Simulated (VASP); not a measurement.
# ZnS (P6_3mc) in VASP: notebook, part 2 of 2

VASP 6.6.1.

## (4) Single point, r2SCAN (strain +0.030 along x and y, +0.015 along z)

The input, POSCAR:

```
ZnS
1.0
    3.9229990227      0.0000000000      0.0000000000
   -1.9614995113      3.3974168126      0.0000000000
    0.0000000000      0.0000000000     12.6534621202
Zn S
4 4
Direct
    0.0000000000      0.0000000000      0.0001143924
    0.0000000000      0.0000000000      0.5001143924
    0.3333333333      0.6666666667      0.2500706174
    0.6666666667      0.3333333333      0.7500706174
    0.0000000000      0.0000000000      0.1872361436
    0.0000000000      0.0000000000      0.6872361436
    0.3333333333      0.6666666667      0.4375788466
    0.6666666667      0.3333333333      0.9375788466
```

The input, INCAR.step1:

```
ALGO = Normal
EDIFF = 1E-4
ENCUT = 520
GGA = PE
ISMEAR = 0
LASPH = T
LCHARG = F
LREAL = F
LWAVE = T
NBANDS = 46
NELM = 100
PREC = Accurate
SIGMA = 0.05
```

The input, INCAR.step2:

```
ALGO = Normal
EDIFF = 1E-6
ENCUT = 520
ISIF = 2
ISMEAR = 0
ISTART = 1
LASPH = T
LCHARG = F
LMIXTAU = T
LREAL = F
LWAVE = F
METAGGA = R2SCAN
NBANDS = 46
NELM = 100
PREC = Accurate
SIGMA = 0.05
```

The input, KPOINTS:

```
k-points
0
Gamma
  6 6 2
```

Potentials or basis: VASP PAW PBE potentials, release 64 (Zn, S).

Command:

```bash
$ cat potpaw_PBE.64/Zn/POTCAR potpaw_PBE.64/S/POTCAR > POTCAR
$ cp INCAR.step1 INCAR
$ mpirun -np 1 vasp_std > vasp.out
$ cp INCAR.step2 INCAR
$ mpirun -np 1 vasp_std > vasp.out
```

OUTCAR:

```text
EDIFF = 1E-6
   ENCUT = 520
   ISIF = 2
   ISMEAR = 0
   ISTART = 1
   LASPH = T
   LREAL = F
   METAGGA = R2SCAN
   NELM = 100
   PREC = Accurate

 ion  position               nearest neighbor table
   1  0.000  0.000  0.000-   5 2.37   8 2.40   8 2.40   8 2.40
   2  0.000  0.000  0.500-   6 2.37   7 2.40   7 2.40   7 2.40
   3  0.333  0.667  0.250-   7 2.37   5 2.40   5 2.40   5 2.40
   4  0.667  0.333  0.750-   8 2.37   6 2.40   6 2.40   6 2.40
   5  0.000  0.000  0.187-   1 2.37   3 2.40   3 2.40   3 2.40
   6  0.000  0.000  0.687-   2 2.37   4 2.40   4 2.40   4 2.40
   7  0.333  0.667  0.438-   3 2.37   2 2.40   2 2.40   2 2.40
   8  0.667  0.333  0.938-   4 2.37   1 2.40   1 2.40   1 2.40

  LATTYP: Found a hexagonal cell.
 ALAT       =     3.9229990227
 C/A-ratio  =     3.2254563529

  Lattice vectors:

 A1 = (   3.9229990227,   0.0000000000,   0.0000000000)
 A2 = (  -1.9614995113,   3.3974168126,   0.0000000000)
 A3 = (   0.0000000000,   0.0000000000,  12.6534621202)

Analysis of symmetry for initial positions (statically):
=====================================================================
 Subroutine PRICEL returns:
 Original cell was already a primitive cell.

 Routine SETGRP: Setting up the symmetry group for a
 hexagonal supercell.

 Subroutine GETGRP returns: Found 12 space group operations
 (whereof  6 operations were pure point group operations)
 out of a pool of 24 trial point group operations.

The static configuration has the point symmetry C_3v.
 The point group associated with its full space group is C_6v.

Analysis of symmetry for dynamics (positions and initial velocities):
=====================================================================
 Subroutine PRICEL returns:
 Original cell was already a primitive cell.

 Routine SETGRP: Setting up the symmetry group for a
 hexagonal supercell.

 Subroutine GETGRP returns: Found 12 space group operations
 (whereof  6 operations were pure point group operations)
 out of a pool of 24 trial point group operations.

The dynamic configuration has the point symmetry C_3v.
 The point group associated with its full space group is C_6v.

 Subroutine INISYM returns: Found 12 space group operations
 (whereof  6 operations are pure point group operations),
 and found     1 'primitive' translations

----------------------------------------------------------------------------------------

                                     Primitive cell

  volume of cell :     168.6461

  direct lattice vectors                    reciprocal lattice vectors
     3.922999023  0.000000000  0.000000000     0.254907022  0.147170638  0.000000000
    -1.961499511  3.397416813  0.000000000     0.000000000  0.294341276  0.000000000
     0.000000000  0.000000000 12.653462120     0.000000000  0.000000000  0.079029754

  length of vectors
     3.922999023  3.922999023 12.653462120     0.294341276  0.294341276  0.079029754

  position of ions in fractional coordinates (direct lattice)
     0.000000000  0.000000000  0.000114392
     0.000000000  0.000000000  0.500114392
     0.333333333  0.666666667  0.250070617
     0.666666667  0.333333333  0.750070617
     0.000000000  0.000000000  0.187236144
[... 52 lines left out ...]
  0.333333 -0.000000  0.500000      6.000000
  0.500000  0.000000  0.500000      3.000000
  0.166667  0.166667  0.500000      6.000000
  0.333333  0.166667  0.500000     12.000000
  0.333333  0.333333  0.500000      2.000000
   k-points           NKPTS =     14   k-points in BZ     NKDIM =     14   number of bands    NBANDS=     46
   number of dos      NEDOS =    301   number of ions     NIONS =      8
   total plane-waves  NPLWV =  86400
   dimension x,y,z NGX =    30 NGY =   30 NGZ =   96
   dimension x,y,z NGXF=    60 NGYF=   60 NGZF=  192
   ions per type =               4   4
   NGX,Y,Z   is equivalent  to a cutoff of  12.71, 12.71, 12.61 a.u.
   NGXF,Y,Z  is equivalent  to a cutoff of  25.43, 25.43, 25.23 a.u.
 SYSTEM =  unknown system
   PREC   = accura    normal or accurate (medium, high low for compatibility)
   ISTART =      1    job   : 0-new  1-cont  2-samecut
   ICHARG =      0    charge: 1-file 2-atom 10-const
   ISPIN  =      1    spin polarized calculation?
   LNONCOLLINEAR =      F non collinear calculations
   LSORBIT =      F    spin-orbit coupling
   LASPH  =      T    aspherical Exc in radial PAW
   ENCUT  =  520.0 eV  38.22 Ry    6.18 a.u.   7.29  7.29 23.53*2*pi/ulx,y,z
   NELM   =    100;   NELMIN=  2; NELMDL=  0     # of ELM steps
   EDIFF  = 0.1E-05   stopping-criterion for ELM
   LREAL  =      F    real-space projection
   EDIFFG = 0.1E-04   stopping-criterion for IOM
   NSW    =      0    number of steps for IOM
   IBRION =     -1    ionic relax: 0-MD 1-quasi-New 2-CG
   NFREE  =      0    steps in history (QN), initial steepest desc. (CG)
   ISIF   =      2    stress and relaxation
   ISYM   =      2    0-nonsym 1-usesym 2-fastsym
   POTIM  = 0.5000    time-step for ionic-motion
   TEBEG  =    0.0;   TEEND  =   0.0 temperature during run
   PSTRESS=    0.0 pullay stress
   NELECT =      72.0000    total number of electrons
   NUPDOWN=      -1.0000    fix difference up-down
   EMIN   =  10.00;   EMAX   =-10.00  energy-range for DOS
   EFERMI =   0.00;   METHOD = LEGACY
   ISMEAR =     0;   SIGMA  =   0.05  broadening in eV -4-tet -1-fermi 0-gaus
   EFERMI_NEDOS =   21; number of points for ismear=-14 and -15
   IALGO  =     38    algorithm
   IMIX   =      4    mixing-type and parameters
     AMIX     =   0.40;   BMIX     =  1.00
     AMIX_MAG =   1.60;   BMIX_MAG =  1.00
  volume/ion in A,a.u.               =      21.08       142.26
  Fermi-wavevector in a.u.,A,eV,Ry     =   1.232708  2.329480 20.674990  1.519569
  Thomas-Fermi vector in A             =   2.367467
   LORBIT       =      0    0 simple, 1 ext, 2 COOP (PROOUT), +10 PAW based schemes
   METAGGA = R2SCAN    functional components
   LHFCALC =     F    Hartree Fock is set to
   AEXX    =    0.0000 exact exchange contribution
   IVDW    =     0    specifies the selected vdW correction
   LEPSILON=     F    determine dielectric tensor
   LRPA    =     F    only Hartree local field effects (RPA)
 non-spin polarized calculation
 Gauss-broadening in eV      SIGMA  =   0.05
  energy-cutoff  :      520.00
  volume of cell :      168.65
 maximum number of plane-waves:      4613
 NGX is ok and might be reduce to    30
   NGX = 15   NGY = 15   NGZ = 47

 number of electron      71.9999989 magnetization

 Free energy of the ion-electron system (eV)
  ---------------------------------------------------
  ext. energy  EPLUGINS =         0.00000000
  ---------------------------------------------------
  free energy    TOTEN  =       -75.24517945 eV

  energy without entropy =      -75.24517945  energy(sigma->0) =      -75.24517945

 E-fermi :   1.4845     XC(G=0):  -9.9479

 val. band max:        1.2343234735   @ k =   0.0000   0.0000   0.0000
 cond. band min:       3.6520187432   @ k =   0.0000   0.0000   0.0000
 fundamental gap:      2.4176952697
 Fermi energy:         1.4844598298

 k-point     1 :       0.0000    0.0000    0.0000
  band No.  band energies     occupation
      1     -11.9902      2.00000
      2     -11.6013      2.00000
      3     -11.5880      2.00000
      4     -11.1315      2.00000
      5      -5.0295      2.00000
      6      -5.0122      2.00000
[... 675 lines left out ...]
     45       9.0708      0.00000
     46       9.0708      0.00000

------------------------ aborting loop because EDIFF is reached ----------------------------------------

  FORCE on cell =-STRESS in cart. coord.  units (eV):
  Direction    XX          YY          ZZ          XY          YZ          ZX
  --------------------------------------------------------------------------------------
  -------------------------------------------------------------------------------------
  Total       -5.7790014     -5.7790014     -4.0526708     -0.0000000     -0.0000000      0.0000000
  in kB      -54.9018506    -54.9018506    -38.5013098     -0.0000000     -0.0000000      0.0000000
  external PRESSURE =     -49.4350036 kB  Pullay stress =       0.0000000 kB

 VOLUME and BASIS-vectors are now :
 -----------------------------------------------------------------------------
  energy-cutoff  :      520.00
  volume of cell :      168.65
      direct lattice vectors                 reciprocal lattice vectors
     3.922999023  0.000000000  0.000000000     0.254907022  0.147170638  0.000000000
    -1.961499511  3.397416813  0.000000000     0.000000000  0.294341276  0.000000000
     0.000000000  0.000000000 12.653462120     0.000000000  0.000000000  0.079029754

 POSITION                                       TOTAL-FORCE (eV/Angst)
 -----------------------------------------------------------------------------------
      0.00000      0.00000      0.00145         0.000000      0.000000     -0.079548
      0.00000      0.00000      6.32818         0.000000     -0.000000     -0.079548
     -0.00000      2.26494      3.16426         0.000000      0.000000     -0.071097
      1.96150      1.13247      9.49099        -0.000000      0.000000     -0.071097
      0.00000      0.00000      2.36919         0.000000     -0.000000      0.075018
      0.00000      0.00000      8.69592         0.000000     -0.000000      0.075018
     -0.00000      2.26494      5.53689         0.000000     -0.000000      0.075627
      1.96150      1.13247     11.86362         0.000000     -0.000000      0.075627
 -----------------------------------------------------------------------------------
    total drift:                               -0.000000     -0.000001     -0.081271

  FREE ENERGIE OF THE ION-ELECTRON SYSTEM (eV)
  ---------------------------------------------------
  free  energy   TOTEN  =       -75.2451794523 eV

  energy  without entropy=      -75.2451794523  energy(sigma->0) =      -75.24517945
```

It took 4.5 min on 1 thread of Intel Xeon Platinum 8488C (Sapphire Rapids), shared host; peak memory 0.35 GiB.

What came out:

```yaml
Free_energy: -75.2452 eV
Pressure: -4.9 GPa
Largest_force: 0.080 eV/Å
Band_gap_on_the_k_mesh: 2.42 eV
```

Forces on the atoms (eV/Å):
```
Zn   0.000  0.000 -0.080
Zn   0.000  0.000 -0.080
Zn   0.000  0.000 -0.071
Zn   0.000  0.000 -0.071
S    0.000  0.000  0.075
S    0.000  0.000  0.075
S    0.000  0.000  0.076
S    0.000  0.000  0.076
```

Caveat: the cell differs from its parent crystal (strain +0.030 along x and y, +0.015 along z); the cell stands under tension; the PAW data sets were made with another functional, which shifts forces and pressure a little.

## (5) Single point, r2SCAN (strain +0.030 along x and y, +0.030 along z)

Changes to POSCAR since step 4:

```diff
@@ -4,3 +4,3 @@
    -1.9614995113      3.3974168126      0.0000000000
-    0.0000000000      0.0000000000     12.6534621202
+    0.0000000000      0.0000000000     12.8404590974
 Zn S
```

The input, INCAR.step1:

```
PREC = Accurate ; ENCUT = 520
ISMEAR = 0 ; SIGMA = 0.05
LREAL = False ; LASPH = True
NELM = 80 ; NBANDS = 46
GGA = PE ; ALGO = Normal
EDIFF = 1E-4 ; LWAVE = True
LCHARG = False
```

The input, INCAR.step2:

```
PREC = Accurate ; ENCUT = 520
EDIFF = 1E-6 ; ISMEAR = 0
SIGMA = 0.05 ; LREAL = False
LASPH = True ; NELM = 80
ALGO = Normal ; ISIF = 2
LWAVE = False ; LCHARG = False
METAGGA = R2SCAN ; LMIXTAU = True
NBANDS = 46 ; ISTART = 1
```

The input, KPOINTS:

```
Automatic mesh
0
Gamma
  6 6 2
```

Potentials or basis: VASP PAW PBE potentials, release 64 (Zn, S).

Command:

```bash
$ cat potpaw_PBE.64/Zn/POTCAR potpaw_PBE.64/S/POTCAR > POTCAR
$ cp INCAR.step1 INCAR
$ mpirun -np 1 vasp_std > vasp.out
$ cp INCAR.step2 INCAR
$ mpirun -np 1 vasp_std > vasp.out
```

OUTCAR:

```text
PREC = Accurate
   ENCUT = 520
   EDIFF = 1E-6
   ISMEAR = 0
   LREAL = False
   LASPH = True
   NELM = 80
   ISIF = 2
   METAGGA = R2SCAN
   ISTART = 1

 ion  position               nearest neighbor table
   1  0.000  0.000  0.000-   5 2.40   8 2.40   8 2.40   8 2.40
   2  0.000  0.000  0.500-   6 2.40   7 2.40   7 2.40   7 2.40
   3  0.333  0.667  0.250-   5 2.40   5 2.40   5 2.40   7 2.41
   4  0.667  0.333  0.750-   6 2.40   6 2.40   6 2.40   8 2.41
   5  0.000  0.000  0.187-   1 2.40   3 2.40   3 2.40   3 2.40
   6  0.000  0.000  0.687-   2 2.40   4 2.40   4 2.40   4 2.40
   7  0.333  0.667  0.438-   2 2.40   2 2.40   2 2.40   3 2.41
   8  0.667  0.333  0.938-   1 2.40   1 2.40   1 2.40   4 2.41

  LATTYP: Found a hexagonal cell.
 ALAT       =     3.9229990227
 C/A-ratio  =     3.2731231956

  Lattice vectors:

 A1 = (   3.9229990227,   0.0000000000,   0.0000000000)
 A2 = (  -1.9614995113,   3.3974168126,   0.0000000000)
 A3 = (   0.0000000000,   0.0000000000,  12.8404590974)

Analysis of symmetry for initial positions (statically):
=====================================================================
 Subroutine PRICEL returns:
 Original cell was already a primitive cell.

 Routine SETGRP: Setting up the symmetry group for a
 hexagonal supercell.

 Subroutine GETGRP returns: Found 12 space group operations
 (whereof  6 operations were pure point group operations)
 out of a pool of 24 trial point group operations.

The static configuration has the point symmetry C_3v.
 The point group associated with its full space group is C_6v.

Analysis of symmetry for dynamics (positions and initial velocities):
=====================================================================
[... 132 lines left out ...]
     AMIX_MAG =   1.60;   BMIX_MAG =  1.00
  volume/ion in A,a.u.               =      21.39       144.36
  Fermi-wavevector in a.u.,A,eV,Ry     =   1.226695  2.318117 20.473771  1.504780
  Thomas-Fermi vector in A             =   2.361686
   LORBIT       =      0    0 simple, 1 ext, 2 COOP (PROOUT), +10 PAW based schemes
   METAGGA = R2SCAN    functional components
   LHFCALC =     F    Hartree Fock is set to
   AEXX    =    0.0000 exact exchange contribution
   IVDW    =     0    specifies the selected vdW correction
   LEPSILON=     F    determine dielectric tensor
   LRPA    =     F    only Hartree local field effects (RPA)
 non-spin polarized calculation
 Gauss-broadening in eV      SIGMA  =   0.05
  energy-cutoff  :      520.00
  volume of cell :      171.14
 maximum number of plane-waves:      4649
 NGX is ok and might be reduce to    30
   NGX = 15   NGY = 15   NGZ = 47

 number of electron      71.9999995 magnetization

 Free energy of the ion-electron system (eV)
  ---------------------------------------------------
  ext. energy  EPLUGINS =         0.00000000
  ---------------------------------------------------
  free energy    TOTEN  =       -75.16933408 eV

  energy without entropy =      -75.16933408  energy(sigma->0) =      -75.16933408

 E-fermi :   1.3333     XC(G=0):  -9.8766

 val. band max:        1.1171526361   @ k =   0.0000   0.0000   0.0000
 cond. band min:       3.4549454382   @ k =   0.0000   0.0000   0.0000
 fundamental gap:      2.3377928021
 Fermi energy:         1.3332871235

 k-point     1 :       0.0000    0.0000    0.0000
  band No.  band energies     occupation
      1     -12.0206      2.00000
      2     -11.6551      2.00000
      3     -11.6437      2.00000
      4     -11.2175      2.00000
      5      -5.1025      2.00000
      6      -5.0969      2.00000
[... 675 lines left out ...]
     45       8.9525      0.00000
     46       8.9525      0.00000

------------------------ aborting loop because EDIFF is reached ----------------------------------------

  FORCE on cell =-STRESS in cart. coord.  units (eV):
  Direction    XX          YY          ZZ          XY          YZ          ZX
  --------------------------------------------------------------------------------------
  -------------------------------------------------------------------------------------
  Total       -6.1436881     -6.1436881     -6.1443782     -0.0000000      0.0000000      0.0000000
  in kB      -57.5164612    -57.5164612    -57.5229219     -0.0000000      0.0000000      0.0000000
  external PRESSURE =     -57.5186147 kB  Pullay stress =       0.0000000 kB

 VOLUME and BASIS-vectors are now :
 -----------------------------------------------------------------------------
  energy-cutoff  :      520.00
  volume of cell :      171.14
      direct lattice vectors                 reciprocal lattice vectors
     3.922999023  0.000000000  0.000000000     0.254907022  0.147170638  0.000000000
    -1.961499511  3.397416813  0.000000000     0.000000000  0.294341276  0.000000000
     0.000000000  0.000000000 12.840459097     0.000000000  0.000000000  0.077878835

 POSITION                                       TOTAL-FORCE (eV/Angst)
 -----------------------------------------------------------------------------------
      0.00000      0.00000      0.00147         0.000000      0.000000     -0.013464
      0.00000      0.00000      6.42170        -0.000000      0.000000     -0.013464
     -0.00000      2.26494      3.21102        -0.000000      0.000000     -0.008260
      1.96150      1.13247      9.63125        -0.000000     -0.000000     -0.008260
      0.00000      0.00000      2.40420         0.000000      0.000000      0.012092
      0.00000      0.00000      8.82443         0.000000      0.000000      0.012092
     -0.00000      2.26494      5.61871         0.000000      0.000000      0.009632
      1.96150      1.13247     12.03894         0.000000      0.000000      0.009632
 -----------------------------------------------------------------------------------
    total drift:                               -0.000001     -0.000001     -0.031598

  FREE ENERGIE OF THE ION-ELECTRON SYSTEM (eV)
  ---------------------------------------------------
  free  energy   TOTEN  =       -75.1693340801 eV

  energy  without entropy=      -75.1693340801  energy(sigma->0) =      -75.16933408
```

It took 4.7 min on 1 thread of Intel Xeon Platinum 8488C (Sapphire Rapids), shared host; peak memory 0.35 GiB.

What came out:

```
Free energy            : -75.1693 eV
Pressure               : -5.8 GPa
Largest force          : 0.013 eV/Å
Band gap on the k mesh : 2.34 eV
```

Forces on the atoms (eV/Å):
```
Zn   0.000  0.000 -0.013
Zn   0.000  0.000 -0.013
Zn   0.000  0.000 -0.008
Zn   0.000  0.000 -0.008
S    0.000  0.000  0.012
S    0.000  0.000  0.012
S    0.000  0.000  0.010
S    0.000  0.000  0.010
```

Levels at points of the mesh, in eV from the valence-band top:
```csv
k point,band 34,band 35,band 36,band 37,band 38,band 39
"(0.00, 0.00, 0.00)",-0.04,0.00,0.00,2.34,3.54,3.67
"(0.50, 0.00, 0.00)",-1.43,-0.99,-0.78,3.68,3.78,4.18
"(0.00, 0.00, 0.50)",-0.13,-0.13,-0.13,3.16,3.16,3.65
"(0.50, 0.00, 0.50)",-1.35,-0.98,-0.98,4.08,4.08,4.39
```

Caveat: the cell differs from its parent crystal (strain +0.030 along x and y, +0.030 along z); the cell stands under tension; the PAW data sets were made with another functional, which shifts forces and pressure a little.

## (6) Summary

| cell | gap on the mesh (eV) | pressure (GPa) | largest force (eV/Å) |
| --- | --- | --- | --- |
| a = 3.923, b = 3.923, c = 12.092 Å, angles 90.0, 90.0, 120.0°, 8 atoms | 2.54 | -1.6 | 0.43 |
| a = 3.866, b = 3.866, c = 12.840 Å, angles 90.0, 90.0, 120.0°, 8 atoms | 2.45 | -4.1 | 0.05 |
| a = 3.923, b = 3.923, c = 12.653 Å, angles 90.0, 90.0, 120.0°, 8 atoms | 2.42 | -4.9 | 0.08 |
| a = 3.923, b = 3.923, c = 12.840 Å, angles 90.0, 90.0, 120.0°, 8 atoms | 2.34 | -5.8 | 0.01 |

Alike in all rows: task single point; level r2SCAN; potentials or basis VASP PAW PBE potentials, release 64 (Zn, S); no spin polarisation; k mesh 6 × 6 × 2; cutoff (eV) 520; smearing gaussian 0.05 eV.

Caveats: the PAW data sets were made with another functional, which shifts forces and pressure a little; the cell stands under tension (at least some runs).

Total energies depend on the potentials used, so only differences within one code and one set of settings carry meaning.
